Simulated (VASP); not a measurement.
Wanted: the native input for a VASP 6.6.1 run.

```yaml
Task: single point
Functional: PBEsol
Dispersion: D4
Potentials_or_basis: VASP PAW PBE potentials, release 64 (Sn_d, O)
Cutoff: 520 eV
k_mesh: 7 × 7 × 6
Occupations: fermi-dirac, width 0.05 eV
Spin: no spin polarisation
Dipole_correction: no
Further_INCAR_settings: ALGO = Normal; EDIFF = 1e-07; NBANDS = 28
```

The structure of SnO lies in POSCAR:

```
SnO
1.0
    3.8884925471      0.0000000000      0.0000000000
    0.0000000000      3.8884925471      0.0000000000
    0.0000000000      0.0000000000      4.9827594627
Sn O
2 2
Direct
    0.5000000000      0.0000000000      0.7646261400
    0.0000000000      0.5000000000      0.2353738600
    0.0000000000      0.0000000000      0.0000000000
    0.5000000000      0.5000000000      0.0000000000
```

These files were run (other wordings do the same):

INCAR

```
ALGO = Normal
EDIFF = 1E-7
ENCUT = 520
GGA = PS
ISIF = 2
ISMEAR = -1
IVDW = 13
LASPH = True
LCHARG = False
LREAL = False
LWAVE = False
NBANDS = 28
NELM = 60
PREC = Accurate
SIGMA = 0.05
```

KPOINTS

```
k-points
0
Gamma
  7 7 6
```

Potentials or basis: VASP PAW PBE potentials, release 64 (Sn_d, O).

Command:

```bash
$ cat potpaw_PBE.64/Sn_d/POTCAR potpaw_PBE.64/O/POTCAR > POTCAR
$ mpirun -np 1 vasp_std > vasp.out
```

It gave:

```yaml
Pressure: -6.3 GPa
Largest_force: 0.586 eV/Å
Band_gap_on_the_k_mesh: 0.56 eV, indirect (least direct gap 1.92 eV)
Dispersion_energy_per_atom: -0.146 eV
```

Caveat: the PAW data sets were made with another functional, which shifts forces and pressure a little; spin-orbit coupling is left out, which moves the levels of the heavy elements.

Wall time 83 s on 1 thread of Intel(R) Xeon(R) Platinum 8375C CPU @ 2.90GHz (Ice Lake) (shared host), peak memory 0.22 GiB.
